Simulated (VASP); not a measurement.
Write the native input for VASP 6.6.1 that does the following.

```yaml
Task: single point
Functional: PBE
Potentials_or_basis: VASP PAW PBE potentials, release 64 (Ga_d, N)
Cutoff: 520 eV
k_mesh: 6 × 6 × 6
Occupations: gaussian, width 0.01 eV
Spin: no spin polarisation
Dipole_correction: no
Further_INCAR_settings: ALGO = Normal; EDIFF = 1e-06; NBANDS = 16
```

The structure of GaN lies in POSCAR:

```
GaN
1.0
    0.0000000000      1.9969749059      2.1085153689
    2.1085153689      0.0000000000      2.1085153689
    2.1085153689      1.9969749059      0.0000000000
Ga N
1 1
Direct
    0.5000000000      0.5000000000      0.5000000000
    0.0000000000      0.0000000000      0.0000000000
```

This cell differs from its parent crystal: uniaxial y strain -5.3%.

These files were run (other wordings do the same):

INCAR

```
SYSTEM = GaN
  PREC = Accurate
  ENCUT = 520
  EDIFF = 1E-6
  ISMEAR = 0
  SIGMA = 0.01
  LREAL = .False.
  LASPH = .True.
  NELM = 80
  ALGO = Normal
  ISIF = 2
  LWAVE = .False.
  LCHARG = .False.
  GGA = PE
  NBANDS = 16
```

KPOINTS

```
regular mesh
0
Gamma
  6 6 6
  0 0 0
```

Potentials or basis: VASP PAW PBE potentials, release 64 (Ga_d, N).

The run is started by

```console
$ cat potpaw_PBE.64/Ga_d/POTCAR potpaw_PBE.64/N/POTCAR > POTCAR
$ mpirun -np 1 vasp_std > vasp.out
```

It gave:

The pressure is 25.5 GPa and the band gap on the k mesh is 0.63 eV, indirect (least direct gap 3.40 eV).

Caveat: the k points lie up to 0.44 Å⁻¹ apart; the cell differs from its parent crystal (uniaxial y strain -5.3%).

It took 6.7 s on 1 thread of AMD EPYC 9R45 96-Core Processor (Zen 5), with other jobs on the host, peak memory 0.11 GiB.
